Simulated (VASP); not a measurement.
# GaN (P6_3/mmc) in VASP: a series of runs

GaN is run at these levels: PBEsol, LDA; tasks: relaxation of cell and atoms.

All numbers are computed with VASP 6.6.1; they aren't measurements. Logs are shortened: lines on timing, memory, paths and dates and some standing lists are left out, and cuts for length are marked.

## (1) The cell of the first run

The structure is hexagonal, space group P6_3/mmc (No. 194). Conventional cell: a = 3.325 Å, b = 3.325 Å, c = 4.881 Å, α = 90.00°, β = 90.00°, γ = 120.00°. Within 2.5 Å of Ga (site symmetry -6m2) lie 5 N at 1.92 to 2.44 Å. N (site symmetry -6m2) has 5 Ga at 1.92 to 2.44 Å within 2.5 Å.

## (2) Relaxation of cell and atoms, PBEsol

The input, INCAR:

```
SYSTEM = GaN
PREC = Accurate ; ENCUT = 600
EDIFF = 1E-6 ; ISMEAR = -1
SIGMA = 0.02 ; LREAL = .FALSE.
LASPH = .TRUE. ; NELM = 80
ALGO = Normal ; ISIF = 3
LWAVE = .FALSE. ; LCHARG = .FALSE.
GGA = PS ; IBRION = 2
NSW = 80 ; EDIFFG = -0.005
```

The input, KPOINTS:

```
Automatic mesh
0
G
  12 12 6
  0 0 0
```

The input, POSCAR:

```
GaN
1.0
    3.3251632008      0.0000000000      0.0000000000
   -1.6625816004      2.8796758036      0.0000000000
    0.0000000000      0.0000000000      4.8805743234
Ga N
2 2
Direct
    0.3333333333      0.6666666667      0.2500000000
    0.6666666667      0.3333333333      0.7500000000
    0.6666666667      0.3333333333      0.2500000000
    0.3333333333      0.6666666667      0.7500000000
```

Potentials or basis: VASP PAW PBE potentials, release 64 (Ga_d, N).

Started as:

```bash
cat potpaw_PBE.64/Ga_d/POTCAR potpaw_PBE.64/N/POTCAR > POTCAR
mpirun -np 1 vasp_std > vasp.out
```

OUTCAR:

```text
SYSTEM = GaN
   PREC = Accurate
   ENCUT = 600
   EDIFF = 1E-6
   ISMEAR = -1
   LREAL = .FALSE.
   LASPH = .TRUE.
   NELM = 80
   ISIF = 3
   GGA = PS
   IBRION = 2
   NSW = 80
   EDIFFG = -0.005

 ion  position               nearest neighbor table
   1  0.333  0.667  0.250-   3 1.92   3 1.92   3 1.92
   2  0.667  0.333  0.750-   4 1.92   4 1.92   4 1.92
   3  0.667  0.333  0.250-   1 1.92   1 1.92   1 1.92
   4  0.333  0.667  0.750-   2 1.92   2 1.92   2 1.92

  LATTYP: Found a hexagonal cell.
 ALAT       =     3.3251632008
 C/A-ratio  =     1.4677698593

  Lattice vectors:

 A1 = (   3.3251632008,   0.0000000000,   0.0000000000)
 A2 = (  -1.6625816004,   2.8796758036,   0.0000000000)
 A3 = (   0.0000000000,   0.0000000000,   4.8805743234)

Analysis of symmetry for initial positions (statically):
=====================================================================
 Subroutine PRICEL returns:
 Original cell was already a primitive cell.

 Routine SETGRP: Setting up the symmetry group for a
 hexagonal supercell.

 Subroutine GETGRP returns: Found 24 space group operations
 (whereof 12 operations were pure point group operations)
 out of a pool of 24 trial point group operations.

The static configuration has the point symmetry D_3d.
 The point group associated with its full space group is D_6h.

Analysis of symmetry for dynamics (positions and initial velocities):
=====================================================================
 Subroutine PRICEL returns:
 Original cell was already a primitive cell.

 Routine SETGRP: Setting up the symmetry group for a
 hexagonal supercell.

 Subroutine GETGRP returns: Found 24 space group operations
 (whereof 12 operations were pure point group operations)
 out of a pool of 24 trial point group operations.

The dynamic configuration has the point symmetry D_3d.
 The point group associated with its full space group is D_6h.

 Subroutine INISYM returns: Found 24 space group operations
 (whereof 12 operations are pure point group operations),
 and found     1 'primitive' translations

----------------------------------------------------------------------------------------

                                     Primitive cell

  volume of cell :      46.7334

  direct lattice vectors                    reciprocal lattice vectors
     3.325163201  0.000000000  0.000000000     0.300737119  0.173630656  0.000000000
[... 99 lines left out ...]
   TEBEG  =    0.0;   TEEND  =   0.0 temperature during run
   PSTRESS=    0.0 pullay stress
   NELECT =      36.0000    total number of electrons
   NUPDOWN=      -1.0000    fix difference up-down
   EMIN   =  10.00;   EMAX   =-10.00  energy-range for DOS
   EFERMI =   0.00;   METHOD = LEGACY
   ISMEAR =    -1;   SIGMA  =   0.02  broadening in eV -4-tet -1-fermi 0-gaus
   EFERMI_NEDOS =   21; number of points for ismear=-14 and -15
   IALGO  =     38    algorithm
   IMIX   =      4    mixing-type and parameters
     AMIX     =   0.40;   BMIX     =  1.00
     AMIX_MAG =   1.60;   BMIX_MAG =  1.00
  volume/ion in A,a.u.               =      11.68        78.84
  Fermi-wavevector in a.u.,A,eV,Ry     =   1.500721  2.835951 30.642527  2.252162
  Thomas-Fermi vector in A             =   2.612184
   LORBIT       =      0    0 simple, 1 ext, 2 COOP (PROOUT), +10 PAW based schemes
   GGA     = PS    functional components
   LHFCALC =     F    Hartree Fock is set to
   AEXX    =    0.0000 exact exchange contribution
   IVDW    =     0    specifies the selected vdW correction
   LEPSILON=     F    determine dielectric tensor
   LRPA    =     F    only Hartree local field effects (RPA)
 conjugate gradient relaxation of ions
 non-spin polarized calculation
  energy-cutoff  :      600.00
  volume of cell :       46.73
 maximum number of plane-waves:      1588
 NGX is ok and might be reduce to    28
   NGX = 13   NGY = 13   NGZ = 19

--------------------------------------- Ionic step        1  -------------------------------------------

 number of electron      35.9999987 magnetization

 Free energy of the ion-electron system (eV)
  ---------------------------------------------------
  ext. energy  EPLUGINS =         0.00000000
  ---------------------------------------------------
  free energy    TOTEN  =       -25.30353356 eV

  energy without entropy =      -25.30353356  energy(sigma->0) =      -25.30353356

------------------------ aborting loop because EDIFF is reached ----------------------------------------

  FORCE on cell =-STRESS in cart. coord.  units (eV):
  Direction    XX          YY          ZZ          XY          YZ          ZX
  --------------------------------------------------------------------------------------
  -------------------------------------------------------------------------------------
  Total       -2.0254147     -2.0254147     -1.4417776      0.0000000     -0.0000000      0.0000000
  in kB      -69.4379745    -69.4379745    -49.4289474      0.0000000     -0.0000000      0.0000000
  external PRESSURE =     -62.7682988 kB  Pullay stress =       0.0000000 kB
[... 291 lines left out ...]
--------------------------------------- Ionic step        9  -------------------------------------------

 number of electron      36.0000003 magnetization

 Free energy of the ion-electron system (eV)
  ---------------------------------------------------
  ext. energy  EPLUGINS =         0.00000000
  ---------------------------------------------------
  free energy    TOTEN  =       -25.33938465 eV

  energy without entropy =      -25.33938465  energy(sigma->0) =      -25.33938465

 E-fermi :   6.3937     XC(G=0): -12.0427

 val. band max:        6.0306244536   @ k =   0.0000   0.0000   0.0000
 cond. band min:       7.4589953637   @ k =   0.0000   0.0000   0.0000
 fundamental gap:      1.4283709101
 Fermi energy:         6.3936968723

 k-point     1 :       0.0000    0.0000    0.0000
  band No.  band energies     occupation
      1     -10.7179      2.00000
      2      -9.7371      2.00000
      3      -8.1252      2.00000
      4      -8.1252      2.00000
      5      -8.1165      2.00000
      6      -8.1165      2.00000
[... 589 lines left out ...]
     21      13.0812      0.00000
     22      13.6256      0.00000

 [... further k-points ...]

------------------------ aborting loop because EDIFF is reached ----------------------------------------

  FORCE on cell =-STRESS in cart. coord.  units (eV):
  Direction    XX          YY          ZZ          XY          YZ          ZX
  --------------------------------------------------------------------------------------
  -------------------------------------------------------------------------------------
  Total        0.0069134      0.0069134      0.0063061     -0.0000000     -0.0000000      0.0000000
  in kB        0.2475454      0.2475454      0.2258012     -0.0000000     -0.0000000      0.0000000
  external PRESSURE =       0.2402974 kB  Pullay stress =       0.0000000 kB
[... 19 lines left out ...]
  FREE ENERGIE OF THE ION-ELECTRON SYSTEM (eV)
  ---------------------------------------------------
  free  energy   TOTEN  =       -25.3393846530 eV

  energy  without entropy=      -25.3393846530  energy(sigma->0) =      -25.33938465

 reached required accuracy - stopping structural energy minimisation
```

OSZICAR:

```text
N       E                     dE             d eps       ncg     rms          rms(c)
DAV:   1     0.288791751464E+03    0.28879E+03   -0.20287E+04  3532   0.326E+03
DAV:   2     0.938460826085E+01   -0.27941E+03   -0.27133E+03  3690   0.560E+02
DAV:   3    -0.273973928950E+02   -0.36782E+02   -0.36171E+02  3896   0.161E+02
DAV:   4    -0.290049949315E+02   -0.16076E+01   -0.16028E+01  4660   0.354E+01
[... 79 lines left out ...]
DAV:   2    -0.253394173464E+02    0.96873E-04   -0.26036E-04  4574   0.423E-01    0.346E-02
DAV:   3    -0.253393871822E+02    0.30164E-04   -0.63723E-05  5344   0.185E-01    0.693E-03
DAV:   4    -0.253393861317E+02    0.10504E-05   -0.87116E-06  3452   0.278E-02    0.533E-03
DAV:   5    -0.253393850221E+02    0.11096E-05   -0.79416E-07  1744   0.930E-03    0.269E-03
DAV:   6    -0.253393846530E+02    0.36911E-06   -0.74240E-07  1788   0.860E-03
   9 F= -.25339385E+02 E0= -.25339385E+02  d E =-.496965E-05
```

CONTCAR:

```text
GaN
   1.00000000000000
     3.3007462513408798   -0.0000000000000000    0.0000000000000000
    -1.6503731256704399    2.8585301050859750   -0.0000000000000000
     0.0000000000000000   -0.0000000000000000    4.7423145084547755
  Ga              N
     2     2
Direct
     0.3333333332999970    0.6666666667000030    0.2500000000000000
     0.6666666667000030    0.3333333332999970    0.7500000000000000
     0.6666666667000030    0.3333333332999970    0.2500000000000000
     0.3333333332999970    0.6666666667000030    0.7500000000000000

  0.00000000E+00  0.00000000E+00  0.00000000E+00
  0.00000000E+00  0.00000000E+00  0.00000000E+00
  0.00000000E+00  0.00000000E+00  0.00000000E+00
  0.00000000E+00  0.00000000E+00  0.00000000E+00
```

Run time: 16 min. Hardware: 1 thread of Intel Xeon 8259CL, shared host; peak memory 0.25 GiB.

Results:

```yaml
Free_energy: -25.3394 eV
Relaxed_volume: 11.19 Å³/atom
Relaxed_cell: a = 3.301 Å, b = 3.301 Å, c = 4.742 Å, α = 90.00°, β = 90.00°, γ = 120.00°
Space_group_after_relaxing_to_0.1_Å: P6_3/mmc (No. 194)
Energy_gained_by_relaxing: 9.0 meV/atom
Ionic_steps: 9
Pressure_after_relaxing: 0.0 GPa
Band_gap_on_the_k_mesh: 1.43 eV
```

The path:
| step | energy change (eV) | largest force (eV/Å) | pressure (GPa) | volume (Å³) |
| --- | --- | --- | --- | --- |
| 1 | 0.0000 | 0.0000 | -6.28 | 46.73 |
| 2 | 0.0049 | 0.0000 | 6.90 | 43.70 |
| 3 | -0.0305 | 0.0000 | -0.31 | 45.26 |
| 4 | -0.0305 | 0.0000 | -0.13 | 45.23 |
| 5 | -0.0329 | 0.0000 | -0.20 | 45.10 |
| 6 | -0.0358 | 0.0000 | 0.09 | 44.71 |
| 7 | -0.0358 | 0.0000 | 0.07 | 44.73 |
| 8 | -0.0358 | 0.0000 | -0.13 | 44.78 |
| 9 | -0.0359 | 0.0000 | 0.02 | 44.75 |

Final structure:
```
Ga N
1.0
     3.30075    0.00000    0.00000
    -1.65037    2.85853    0.00000
     0.00000    0.00000    4.74231
Ga N
2 2
Direct
  0.33333 0.66667 0.25000
  0.66667 0.33333 0.75000
  0.66667 0.33333 0.25000
  0.33333 0.66667 0.75000
```

Caveat: the PAW data sets were made with another functional, which shifts forces and pressure a little.

## (3) Relaxation of cell and atoms, LDA

The input, INCAR:

```
PREC = Accurate
ENCUT = 600
EDIFF = 1E-7
ISMEAR = -1
SIGMA = 0.02
LREAL = False
LASPH = True
NELM = 80
ALGO = Normal
ISIF = 3
LWAVE = False
LCHARG = False
GGA = CA
IBRION = 2
NSW = 80
EDIFFG = -0.005
```

The input, KPOINTS:

```
Automatic mesh
0
Gamma
  12 12 6
```

POSCAR is that of step 2.

Potentials or basis: VASP PAW LDA potentials, release 64 (Ga_d, N).

Started as:

```bash
cat potpaw_LDA.64/Ga_d/POTCAR potpaw_LDA.64/N/POTCAR > POTCAR
mpirun -np 1 vasp_std > vasp.out
```

OUTCAR:

```text
PREC = Accurate
   ENCUT = 600
   EDIFF = 1E-7
   ISMEAR = -1
   LREAL = False
   LASPH = True
   NELM = 80
   ISIF = 3
   GGA = CA
   IBRION = 2
   NSW = 80
   EDIFFG = -0.005

 ion  position               nearest neighbor table
   1  0.333  0.667  0.250-   3 1.92   3 1.92   3 1.92
   2  0.667  0.333  0.750-   4 1.92   4 1.92   4 1.92
   3  0.667  0.333  0.250-   1 1.92   1 1.92   1 1.92
   4  0.333  0.667  0.750-   2 1.92   2 1.92   2 1.92

  LATTYP: Found a hexagonal cell.
 ALAT       =     3.3251632008
 C/A-ratio  =     1.4677698593

  Lattice vectors:

 A1 = (   3.3251632008,   0.0000000000,   0.0000000000)
 A2 = (  -1.6625816004,   2.8796758036,   0.0000000000)
 A3 = (   0.0000000000,   0.0000000000,   4.8805743234)

Analysis of symmetry for initial positions (statically):
=====================================================================
 Subroutine PRICEL returns:
 Original cell was already a primitive cell.

 Routine SETGRP: Setting up the symmetry group for a
 hexagonal supercell.

 Subroutine GETGRP returns: Found 24 space group operations
 (whereof 12 operations were pure point group operations)
 out of a pool of 24 trial point group operations.

The static configuration has the point symmetry D_3d.
 The point group associated with its full space group is D_6h.

Analysis of symmetry for dynamics (positions and initial velocities):
=====================================================================
 Subroutine PRICEL returns:
 Original cell was already a primitive cell.

 Routine SETGRP: Setting up the symmetry group for a
 hexagonal supercell.

 Subroutine GETGRP returns: Found 24 space group operations
 (whereof 12 operations were pure point group operations)
 out of a pool of 24 trial point group operations.

[... 144 lines left out ...]
--------------------------------------- Ionic step        1  -------------------------------------------

 number of electron      35.9999989 magnetization

 Free energy of the ion-electron system (eV)
  ---------------------------------------------------
  ext. energy  EPLUGINS =         0.00000000
  ---------------------------------------------------
  free energy    TOTEN  =       -26.85037254 eV

  energy without entropy =      -26.85037254  energy(sigma->0) =      -26.85037254

------------------------ aborting loop because EDIFF is reached ----------------------------------------

  FORCE on cell =-STRESS in cart. coord.  units (eV):
  Direction    XX          YY          ZZ          XY          YZ          ZX
  --------------------------------------------------------------------------------------
  -------------------------------------------------------------------------------------
  Total       -3.2854550     -3.2854550     -2.2574695      0.0000000      0.0000000      0.0000000
  in kB     -112.6363600   -112.6363599    -77.3935893      0.0000000      0.0000000      0.0000000
  external PRESSURE =    -100.8887697 kB  Pullay stress =       0.0000000 kB
[... 95 lines left out ...]
  FREE ENERGIE OF THE ION-ELECTRON SYSTEM (eV)
  ---------------------------------------------------
  free  energy   TOTEN  =       -26.9314335465 eV

  energy  without entropy=      -26.9314335465  energy(sigma->0) =      -26.93143355

[... ionic steps 4 to 7 ...]

--------------------------------------- Ionic step        8  -------------------------------------------

 number of electron      35.9999992 magnetization

------------------------ aborting loop because EDIFF is reached ----------------------------------------
[... 71 lines left out ...]
--------------------------------------- Ionic step       10  -------------------------------------------

 number of electron      35.9999992 magnetization

 Free energy of the ion-electron system (eV)
  ---------------------------------------------------
  ext. energy  EPLUGINS =         0.00000000
  ---------------------------------------------------
  free energy    TOTEN  =       -26.94471942 eV

  energy without entropy =      -26.94471942  energy(sigma->0) =      -26.94471942

 E-fermi :   6.5422     XC(G=0): -12.3947

 val. band max:        6.1746651412   @ k =   0.0000   0.0000   0.0000
 cond. band min:       7.8578200620   @ k =   0.0000   0.0000   0.0000
 fundamental gap:      1.6831549209
 Fermi energy:         6.5422317925

 k-point     1 :       0.0000    0.0000    0.0000
  band No.  band energies     occupation
      1     -10.6316      2.00000
      2      -9.6568      2.00000
      3      -8.1310      2.00000
      4      -8.1310      2.00000
      5      -8.1212      2.00000
      6      -8.1212      2.00000
[... 589 lines left out ...]
     21      13.3258      0.00000
     22      13.8900      0.00000

 [... further k-points ...]

------------------------ aborting loop because EDIFF is reached ----------------------------------------

  FORCE on cell =-STRESS in cart. coord.  units (eV):
  Direction    XX          YY          ZZ          XY          YZ          ZX
  --------------------------------------------------------------------------------------
  -------------------------------------------------------------------------------------
  Total        0.0068815      0.0068815     -0.0058932      0.0000000     -0.0000000      0.0000000
  in kB        0.2526241      0.2526241     -0.2163430      0.0000000     -0.0000000      0.0000000
  external PRESSURE =       0.0963017 kB  Pullay stress =       0.0000000 kB
[... 19 lines left out ...]
  FREE ENERGIE OF THE ION-ELECTRON SYSTEM (eV)
  ---------------------------------------------------
  free  energy   TOTEN  =       -26.9447194218 eV

  energy  without entropy=      -26.9447194218  energy(sigma->0) =      -26.94471942

 reached required accuracy - stopping structural energy minimisation
```

OSZICAR:

```text
N       E                     dE             d eps       ncg     rms          rms(c)
DAV:   1     0.287940046891E+03    0.28794E+03   -0.20358E+04  3540   0.326E+03
DAV:   2     0.672046964538E+01   -0.28122E+03   -0.27283E+03  3690   0.560E+02
DAV:   3    -0.295518188752E+02   -0.36272E+02   -0.35888E+02  3908   0.158E+02
DAV:   4    -0.309604423571E+02   -0.14086E+01   -0.14047E+01  4530   0.327E+01
[... 102 lines left out ...]
DAV:   3    -0.269447756627E+02    0.69671E-03   -0.13484E-03  5350   0.839E-01    0.331E-02
DAV:   4    -0.269447481307E+02    0.27532E-04   -0.21564E-04  3536   0.133E-01    0.230E-02
DAV:   5    -0.269447226143E+02    0.25516E-04   -0.29827E-05  4764   0.530E-02    0.852E-03
DAV:   6    -0.269447194700E+02    0.31443E-05   -0.33062E-06  4130   0.279E-02    0.329E-03
DAV:   7    -0.269447194218E+02    0.48212E-07   -0.18191E-07  2716   0.495E-03
  10 F= -.26944719E+02 E0= -.26944719E+02  d E =-.106210E-03
```

CONTCAR:

```text
GaN
   1.00000000000000
     3.2837873889692131   -0.0000000000000000    0.0000000000000000
    -1.6418936944846065    2.8438432994531788   -0.0000000000000000
    -0.0000000000000000   -0.0000000000000000    4.6734288571395943
  Ga              N
     2     2
Direct
     0.3333333332999970    0.6666666667000030    0.2500000000000000
     0.6666666667000030    0.3333333332999970    0.7500000000000000
     0.6666666667000030    0.3333333332999970    0.2500000000000000
     0.3333333332999970    0.6666666667000030    0.7500000000000000

  0.00000000E+00  0.00000000E+00  0.00000000E+00
  0.00000000E+00  0.00000000E+00  0.00000000E+00
  0.00000000E+00  0.00000000E+00  0.00000000E+00
  0.00000000E+00  0.00000000E+00  0.00000000E+00
```

It took 19 min on 1 thread of Intel Xeon 8259CL, shared host; peak memory 0.23 GiB.

What came out:

```
Free energy                           : -26.9447 eV
Relaxed volume                        : 10.91 Å³/atom
Relaxed cell                          : a = 3.284 Å, b = 3.284 Å, c = 4.673 Å, α = 90.00°, β = 90.00°, γ = 120.00°
Space group after relaxing (to 0.1 Å) : P6_3/mmc (No. 194)
Energy gained by relaxing             : 23.6 meV/atom
Ionic steps                           : 10
Pressure after relaxing               : 0.0 GPa
Band gap on the k mesh                : 1.68 eV
```

Step by step:
```tsv
step	energy change (eV)	largest force (eV/Å)	pressure (GPa)	volume (Å³)
1	0.0000	0.0000	-10.09	46.73
2	0.0214	0.0000	13.21	41.93
3	-0.0811	0.0000	-0.40	44.38
4	-0.0811	0.0000	-0.19	44.33
5	-0.0873	0.0000	-0.12	44.12
6	-0.0942	0.0000	0.31	43.62
7	-0.0942	0.0000	0.40	43.55
8	-0.0942	0.0000	0.37	43.57
9	-0.0940	0.0000	-0.71	43.78
10	-0.0943	0.0000	0.01	43.64
```

Final structure:
```
Ga N
1.0
     3.28379    0.00000    0.00000
    -1.64189    2.84384    0.00000
     0.00000    0.00000    4.67343
Ga N
2 2
Direct
  0.33333 0.66667 0.25000
  0.66667 0.33333 0.75000
  0.66667 0.33333 0.25000
  0.33333 0.66667 0.75000
```

Levels at points of the mesh, in eV from the valence-band top:
| k point | band 15 | band 16 | band 17 | band 18 | band 19 | band 20 | band 21 | band 22 |
| --- | --- | --- | --- | --- | --- | --- | --- | --- |
| (0.00, 0.00, 0.00) | -2.19 | -0.91 | -0.91 | 0.00 | 1.68 | 2.02 | 8.17 | 8.17 |
| (0.50, 0.00, 0.00) | -4.18 | -4.17 | -2.16 | -2.07 | 3.15 | 5.17 | 6.65 | 8.13 |
| (0.00, 0.00, 0.50) | -1.53 | -1.53 | -1.53 | -1.53 | 3.69 | 3.69 | 7.91 | 7.91 |
| (0.50, 0.00, 0.50) | -3.23 | -3.23 | -1.17 | -1.17 | 4.36 | 4.36 | 6.32 | 6.32 |
